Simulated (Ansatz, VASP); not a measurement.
## Two plane-wave programs on MnO

```
Mn O
1.0
     0.00000    2.22391    2.22391
     2.22391    0.00000    2.22391
     2.22391    2.22391    0.00000
Mn O
1 1
Direct
  0.00000 0.00000 0.00000
  0.50000 0.50000 0.50000
```

Alike in both runs: task relaxation of cell and atoms; functional revPBE; k mesh 10 × 10 × 10; occupations fermi-dirac, width 0.05 eV; collinear spin.

|  | VASP | Ansatz |
| --- | --- | --- |
| version | VASP 6.6.1 | Ansatz 0.2.0 |
| potentials or method | VASP PAW PBE potentials, release 64 (Mn_pv, O) | Ansatz PAW |
| plane-wave cutoff (eV) | 600 | 420 |
| valence electrons in the cell | 19 | 21 |

Ansatz gave:

| Quantity | Value |
| --- | --- |
| net moment per atom (μB) | 2.45 |
| size of the moment on the site where the two differ most (μB) | 4.16 |
| relaxed volume (Å³/atom) | 11.42 |
| relaxed cell length with the largest relative difference (Å) | 3.184 |

**Question.** What did VASP give for the same quantities?

**Answer.** net moment per atom (μB): 2.45; size of the moment on the site where the two differ most (μB): 4.43; relaxed volume (Å³/atom): 11.42; relaxed cell length with the largest relative difference (Å): 3.185.

VASP's potentials were made for PBE, not for revPBE. Site moments also hang on the region over which each program counts them. VASP's potentials hold 19 valence electrons a cell and Ansatz's 21, so a difference there can come from the potentials and not from the codes.

Noted on Ansatz's run: the plane-wave basis is chosen anew once the cell has moved, so the energies of steps on either side of that aren't comparable.
